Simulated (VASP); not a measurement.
Write the native input for VASP 6.6.1 that does the following.

```
Task                   : single point
Functional             : PBE
Dispersion             : D3(BJ)
Potentials or basis    : VASP PAW PBE potentials, release 64 (C, H, Cl)
Cutoff                 : 520 eV
k mesh                 : 1 × 1 × 1
Occupations            : fermi-dirac, width 0.05 eV
Spin                   : no spin polarisation
Dipole correction      : no
Further INCAR settings : LREAL = Auto; ALGO = Normal; EDIFF = 1e-06; NBANDS = 74
```

The structure of H12C4Cl3 lies in POSCAR:

```
H12C4Cl3
1.0
    8.3376330000      0.0000000000      0.0000000000
    0.0000000000      8.3376330000      0.0000000000
    0.0000000000      0.0000000000      8.3376330000
C H Cl
8 24 6
Direct
    0.2128062005      0.0299485477      0.1850525203
    0.2078167749      0.2147611918      0.1726629128
    0.1382166857      0.5677630570      0.6808766949
    0.6380587872      0.5603628752      0.0456364534
    0.7193528427      0.9684523173      0.5274878374
    0.1430022166     -0.0042458093      0.5714091757
    0.6662082632      0.4003174522      0.5598951165
    0.0966221468      0.6398698528      0.1196982405
    0.2612492059      0.0120537807      0.3071375293
    0.0965741716     -0.0282454265      0.1601533673
    0.3107476666     -0.0155199923      0.0992967668
    0.1883148371      0.2606015400      0.0558551810
    0.1266426575      0.2670062355      0.2571713099
    0.3223456825      0.2510544659      0.2240084206
    0.2064134989      0.6369193751      0.7687073777
    0.1988693913      0.5556133257      0.5598951165
    0.0183145504      0.6119962344      0.6701182458
    0.6313542465      0.4333244219      0.0465839645
    0.5841945790      0.6098853236     -0.0629914989
    0.7694629879      0.5893039427      0.0431777220
    0.6955211389      1.0670654369      0.4473451878
    0.8442683913      0.9833126500      0.5749833316
    0.7163543898      0.8529639047      0.4626612853
    0.1386724506      0.1244717775      0.5533345015
    0.2622686799     -0.0416305203      0.5397814943
    0.0524489384     -0.0753571187      0.5105765629
    0.7958133921      0.4199873034      0.5730283403
    0.6196362925      0.3099080998      0.6434679963
    0.6309704445      0.3662670209      0.4386136929
    0.0565748097      0.7419012087      0.0440652641
    0.2203383142      0.6575127497      0.1594097509
    0.0736180160      0.5324412816      0.0512735449
    0.1064450786      0.3654634355      0.7600238581
    0.5435835326      0.6476898180      0.2087163107
    0.5881285492      0.9613879623      0.6960248790
    0.1475838526     -0.0444130846      0.7934026360
    0.5788813204      0.5928061357      0.6216872343
   -0.0287971418      0.6380347996      0.2925050791
```

The input as run:

INCAR

```
SYSTEM = H12C4Cl3
PREC = Accurate ; ENCUT = 520
EDIFF = 1E-6 ; ISMEAR = -1
SIGMA = 0.05 ; LREAL = Auto
LASPH = .TRUE. ; NELM = 60
ALGO = Normal ; ISIF = 2
LWAVE = .FALSE. ; LCHARG = .FALSE.
GGA = PE ; IVDW = 12
NBANDS = 74
```

KPOINTS

```
regular mesh
0
G
  1 1 1
  0 0 0
```

Potentials or basis: VASP PAW PBE potentials, release 64 (C, H, Cl).

Run with:

```console
$ cat potpaw_PBE.64/C/POTCAR potpaw_PBE.64/H/POTCAR potpaw_PBE.64/Cl/POTCAR > POTCAR
$ mpirun -np 1 vasp_gam > vasp.out
```

It gave:

```json
{"Pressure": "-0.1 GPa", "Largest force": "2.051 eV/Å", "Band gap on the k mesh": "5.61 eV", "Dispersion energy per atom": "-0.046 eV"}
```

Caveat: the k points lie up to 0.75 Å⁻¹ apart.

Run time: 77 s on 1 thread of Intel(R) Xeon(R) Platinum 8488C (Sapphire Rapids), with other jobs on the host, peak memory 0.51 GiB.
